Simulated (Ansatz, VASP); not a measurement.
## Co: VASP beside Ansatz

```
Co
1.0
     2.50740    0.00000    0.00000
    -1.25370    2.17147    0.00000
     0.00000    0.00000    4.06990
Co
2
Direct
  0.33333 0.66667 0.25000
  0.66667 0.33333 0.75000
```

Alike in both runs: task single point; functional PBEsol; k mesh 15 × 15 × 8; occupations gaussian, width 0.05 eV; collinear spin.

```csv
,VASP,Ansatz
version,VASP 6.6.1,Ansatz 0.2.0
potentials or method,"VASP PAW PBE potentials, release 64 (Co), cutoff 520 eV","scalar-relativistic, plane waves, PAW"
valence electrons in the cell,18,34
```

Ansatz gave:

```
gap on the k mesh at the Fermi level (eV)                     : none
net moment per atom (μB)                                      : 1.64
size of the moment on the site where the two differ most (μB) : 1.71
```

Which values does VASP return?

gap on the k mesh at the Fermi level (eV): none; net moment per atom (μB): 1.64; size of the moment on the site where the two differ most (μB): 1.65.

VASP's potentials were made for PBE, not for PBEsol. Site moments also hang on the region over which each program counts them. A gap of «none» marks a metal or a gap that the smearing closes. With one functional, cell and mesh, what is left measures potentials, basis and numerics. VASP's potentials hold 18 valence electrons a cell and Ansatz's 34, so a difference there can come from the potentials and not from the codes. Ansatz's warnings: stability check not made.
